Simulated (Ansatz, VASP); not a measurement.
# One calculation of Lu3F2, two programs

```xyz
5
Lattice="3.4827 0.0000 0.0000 0.0000 3.4827 0.0000 0.0000 0.0000 7.1189" Properties=species:S:1:pos:R:3 pbc="T T T"
Lu    0.0000    1.7414    2.6002
Lu    1.7414    0.0000    4.5187
Lu    1.7414    1.7414    0.0000
F     1.7414    0.0000    1.8663
F     0.0000    1.7414    5.2527
```

Change from the starting cell: species swapped into the Er2Se3 type (P-4m2, No. 115).

Alike in both runs: task relaxation of cell and atoms; functional PBE; k mesh 6 × 6 × 4; occupations gaussian, width 0.1 eV; no spin polarisation.

|  | VASP | Ansatz |
| --- | --- | --- |
| version | VASP 6.6.1 | Ansatz 0.2.0 |
| potentials or method | VASP PAW PBE potentials, release 64 (Lu, F), cutoff 600 eV | scalar-relativistic, plane waves, PAW |
| valence electrons in the cell | 89 | 89 |

```csv
,VASP,Ansatz,Ansatz less VASP
"gap on the k mesh at the Fermi level, each at its own relaxed structure (eV)",none,none,-
relaxed volume (Å³/atom),19.95,20.19,+0.240
relaxed length of the cell vector where the two differ most in proportion (Å),8.798,8.991,+0.1929
```

A gap of «none» marks a metal or a gap that the smearing closes.

Neither program's run includes spin-orbit coupling. Noted on VASP's run: the volume moved by over 15 % at a fixed basis, so the end points are rough.
